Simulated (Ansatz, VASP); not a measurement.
## NaCl in VASP and in Ansatz

```
Na Cl
1.0
     0.00000    2.85875    2.78311
     2.85875    0.00000    2.78311
     2.85875    2.85875    0.00000
Na Cl
1 1
Direct
  0.00000 0.00000 0.00000
  0.50000 0.50000 0.50000
```

Change from the starting cell: epitaxial_xy strain +2.0%.

Alike in both runs: task single point; functional HSE06; k mesh 6 × 6 × 6; no spin polarisation.

|  | VASP | Ansatz |
| --- | --- | --- |
| version | VASP 6.6.1 | Ansatz 0.2.0 |
| potentials or method | VASP PAW PBE potentials, release 64 (Na_pv, Cl) | plane waves, PAW |
| plane-wave cutoff (eV) | 520 | 420 |
| occupations | gaussian, width 0.01 eV | fixed |
| valence electrons in the cell | 14 | 16 |

```csv
,VASP,Ansatz,Ansatz less VASP
gap on the k mesh at the Fermi level (eV),6.41,6.41,+0.008
pressure (GPa),-0.1,-0.1,-0.02
"traceless stress, the component that is largest in VASP (GPa)",0.71,0.70,-0.009
```

VASP's potentials hold 14 valence electrons a cell and Ansatz's 16, so a difference there can come from the potentials and not from the codes. Ansatz's warnings: stress exchange threshold loose, stress scf threshold loose.
